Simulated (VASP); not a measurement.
Write the native input for VASP 6.6.1 that does the following.

```yaml
Task: single point
Functional: PBE
Potentials_or_basis: VASP PAW PBE potentials, release 64 (Mg, H)
Cutoff: 520 eV
k_mesh: 4 × 5 × 1
Occupations: gaussian, width 0.1 eV
Spin: no spin polarisation
Dipole_correction: yes
Further_INCAR_settings: ALGO = Normal; EDIFF = 1e-07; NBANDS = 20
```

The structure of Mg4H lies in POSCAR:

```
Mg4H
1.0
    6.4201385733      0.0000000000      0.0000000000
    0.0000000000      5.1379129567      0.0000000000
    0.0000000000      0.0000000000     21.6644777330
Mg H
8 2
Direct
    0.0000000000      0.7500000000      0.1846340378
    0.5000000000      0.7500000000      0.1846340378
    0.2500000000      0.2500000000      0.2274076137
    0.7500000000      0.2500000000      0.2274076137
    0.2500000000      0.7500000000      0.3173234500
    0.7500000000      0.7500000000      0.3173234500
    0.0000000000      0.2500000000      0.3537808678
    0.5000000000      0.2500000000      0.3537808678
    0.6993780397      0.0833333333      0.4737929924
    0.8006219603      0.0833333333      0.4737929924
```

The input as run:

INCAR

```
SYSTEM = Mg4H
  ALGO = Normal
  DIPOL = 0.5 0.5 0.311
  EDIFF = 1E-7
  ENCUT = 520
  GGA = PE
  IDIPOL = 3
  ISIF = 2
  ISMEAR = 0
  LASPH = .TRUE.
  LCHARG = .FALSE.
  LDIPOL = .TRUE.
  LREAL = .FALSE.
  LWAVE = .FALSE.
  NBANDS = 20
  NELM = 100
  PREC = Accurate
  SIGMA = 0.1
```

KPOINTS

```
k-points
0
G
  4 5 1
  0 0 0
```

Potentials or basis: VASP PAW PBE potentials, release 64 (Mg, H).

Command:

```console
$ cat potpaw_PBE.64/Mg/POTCAR potpaw_PBE.64/H/POTCAR > POTCAR
$ mpirun -np 1 vasp_std > vasp.out
```

It gave:

The largest force is 4.917 eV/Å. The band gap on the k mesh is zero (bands 9 and 10 overlap by 0.24 eV).

It took 4 min on 1 thread of Oxide Virtual Turin-like Processor, with other jobs on the host, peak memory 0.61 GiB.
